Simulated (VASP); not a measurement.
Input of a VASP 6.6.1 run:

Contents of INCAR:

```
  ALGO = Normal
  EDIFF = 1E-6
  ENCUT = 520
  GGA = PE
  ISIF = 2
  ISMEAR = 0
  LASPH = T
  LCHARG = F
  LDAU = T
  LDAUJ = 0 0
  LDAUL = 2 -1
  LDAUPRINT = 1
  LDAUTYPE = 2
  LDAUU = 4 0
  LMAXMIX = 4
  LREAL = F
  LWAVE = F
  NBANDS = 33
  NELM = 150
  PREC = Accurate
  SIGMA = 0.05
```

File KPOINTS:

```
k-points
0
Gamma
  8 8 8
```

The input POSCAR:

```
TiO2
1.0
   -1.9089353641      1.9394876220      4.9002921069
    1.9089353641     -1.8783831062      4.8764304149
    1.9089353641      1.8783831062     -4.8764304149
Ti O
2 4
Direct
    0.0000000000      0.0000000000      0.0000000000
    0.7500000000      0.2500000000      0.5000000000
    0.2052765759      0.2052765759      0.0000000000
    0.9552765759      0.4552765759      0.5000000000
    0.5447234241      0.0447234241      0.5000000000
    0.7947234241      0.7947234241      0.0000000000
```

Potentials or basis: VASP PAW PBE potentials, release 64 (Ti_sv, O).

The run is started by

```console
$ cat potpaw_PBE.64/Ti_sv/POTCAR potpaw_PBE.64/O/POTCAR > POTCAR
$ mpirun -np 1 vasp_std > vasp.out
```

Q: What does it give for the largest force?

A: 0.173 eV/Å.

Q: What does it give for the band gap on the k mesh?

A: 2.68 eV, indirect (least direct gap 2.95 eV).

Stress tensor (GPa, compression positive):
```
 4.48  0.00  0.00
 0.00  4.50 -1.20
 0.00 -1.20  3.58
```

Caveat: the cell differs from its parent crystal (strain +0.0125 x Voigt [0, 0, 0, 1, 0, 0]). A k mesh can miss the band edges.
